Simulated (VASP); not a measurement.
# Be (P4_2/mnm) in VASP: a series of runs, part 2 of 2

VASP 6.6.1.

## (3) Electric field gradients, PBE (zz strain of +1 %)

The input, INCAR:

```
SYSTEM = Be
PREC = Accurate
ENCUT = 520
EDIFF = 1E-8
ISMEAR = -1
SIGMA = 0.05
LREAL = .FALSE.
LASPH = .TRUE.
NELM = 100
ALGO = Normal
ISIF = 2
LWAVE = .FALSE.
LCHARG = .FALSE.
GGA = PE
LEFG = .TRUE.
NBANDS = 12
```

The input, KPOINTS:

```
regular mesh
0
G
  9 9 14
  0 0 0
```

The input, POSCAR:

```
Be
1.0
    3.7468140000      0.0000000000      0.0000000000
    0.0000000000      3.7468140000      0.0000000000
    0.0000000000      0.0000000000      2.3040928000
Be
4
Direct
    0.2974080000      0.2974080000      0.0000000000
    0.7025920000      0.7025920000      0.0000000000
    0.2025920000      0.7974080000      0.5000000000
    0.7974080000      0.2025920000      0.5000000000
```

Potentials or basis: VASP PAW PBE potentials, release 64 (Be).

Started as:

```sh
> cat potpaw_PBE.64/Be/POTCAR > POTCAR
> mpirun -np 1 vasp_std > vasp.out
```

OUTCAR:

```text
SYSTEM = Be
   PREC = Accurate
   ENCUT = 520
   EDIFF = 1E-8
   ISMEAR = -1
   LREAL = .FALSE.
   LASPH = .TRUE.
   NELM = 100
   ISIF = 2
   GGA = PE

 ion  position               nearest neighbor table
   1  0.297  0.297  0.000-   2 2.15   3 2.23   4 2.23   3 2.23   4 2.23   3 2.23   3 2.23   4 2.23
                             4 2.23
   2  0.703  0.703  0.000-   1 2.15   3 2.23   4 2.23   3 2.23   4 2.23   4 2.23   4 2.23   3 2.23
                             3 2.23
   3  0.203  0.797  0.500-   4 2.15   2 2.23   1 2.23   1 2.23   2 2.23   1 2.23   1 2.23   2 2.23
                             2 2.23
   4  0.797  0.203  0.500-   3 2.15   2 2.23   1 2.23   1 2.23   2 2.23   2 2.23   2 2.23   1 2.23
                             1 2.23

  LATTYP: Found a simple tetragonal cell.
 ALAT       =     3.7468140000
 C/A-ratio  =     0.6149472058

  Lattice vectors:

 A1 = (   3.7468140000,   0.0000000000,   0.0000000000)
 A2 = (   0.0000000000,   3.7468140000,   0.0000000000)
 A3 = (   0.0000000000,   0.0000000000,   2.3040928000)

Analysis of symmetry for initial positions (statically):
[... 570 lines left out ...]
      2.63248      2.63248      0.00000         0.022648      0.022648      0.000000
      0.75907      2.98774      1.15205         0.022648     -0.022648      0.000000
      2.98774      0.75907      1.15205        -0.022648      0.022648      0.000000
 -----------------------------------------------------------------------------------
    total drift:                                0.000000      0.000000     -0.000000

  FREE ENERGIE OF THE ION-ELECTRON SYSTEM (eV)
  ---------------------------------------------------
  free  energy   TOTEN  =       -14.8502384834 eV

  energy  without entropy=      -14.8463326624  energy(sigma->0) =      -14.84828557

 Electric field gradients (V/A^2)
---------------------------------------------------------------------
 ion       V_xx      V_yy      V_zz      V_xy      V_xz      V_yz
---------------------------------------------------------------------
   1       0.198     0.198    -0.396    -1.501    -0.000     0.000
   2       0.198     0.198    -0.396    -1.501    -0.000    -0.000
   3       0.198     0.198    -0.396     1.501     0.000    -0.000
   4       0.198     0.198    -0.396     1.501     0.000     0.000
---------------------------------------------------------------------

 Electric field gradients after diagonalization (V/A^2)
 (convention: |V_zz| > |V_xx| > |V_yy|)
----------------------------------------------------------------------
 ion       V_xx      V_yy      V_zz     asymmetry (V_yy - V_xx)/ V_zz
----------------------------------------------------------------------
   1      -1.303    -0.396     1.700       0.534
   2      -1.303    -0.396     1.700       0.534
   3      -1.303    -0.396     1.700       0.534
   4      -1.303    -0.396     1.700       0.534
----------------------------------------------------------------------

           NMR quadrupolar parameters

 Cq : quadrupolar parameter    Cq=e*Q*V_zz/h
 eta: asymmetry parameters     (V_yy - V_xx)/ V_zz
 Q  : nuclear electric quadrupole moment in mb (millibarn)
----------------------------------------------------------------------
 ion       Cq(MHz)       eta       Q (mb)
----------------------------------------------------------------------
   1       0.004       0.534       1.000
   2       0.004       0.534       1.000
   3       0.004       0.534       1.000
   4       0.004       0.534       1.000
----------------------------------------------------------------------
```

Run time: 23 s. Hardware: 1 thread of Intel Xeon Platinum 8375C at 2.90GHz (Ice Lake), shared host; peak memory 0.15 GiB.

What came out:

```yaml
Free_energy: -14.8502 eV
Pressure: -1.1 GPa
Largest_force: 0.032 eV/Å
Band_gap_on_the_k_mesh: zero (bands 4 and 5 overlap by 2.00 eV)
Largest_electric_field_gradient_by_atom: Be +1.7 V/Å²
```

Forces on the atoms (eV/Å):
```
Be  -0.023 -0.023  0.000
Be   0.023  0.023  0.000
Be   0.023 -0.023  0.000
Be  -0.023  0.023  0.000
```

Electric field gradients, principal values (V/Å²):
```tsv
atom	least	middle	greatest (by size)
1 Be	-0.396	-1.303	1.700
2 Be	-0.396	-1.303	1.700
3 Be	-0.396	-1.303	1.700
4 Be	-0.396	-1.303	1.700
```

Caveat: the cell differs from its parent crystal (zz strain of +1 %); without QUAD_EFG the Cq values of the log hold for a quadrupole moment of 1 mb, not for the nuclei.
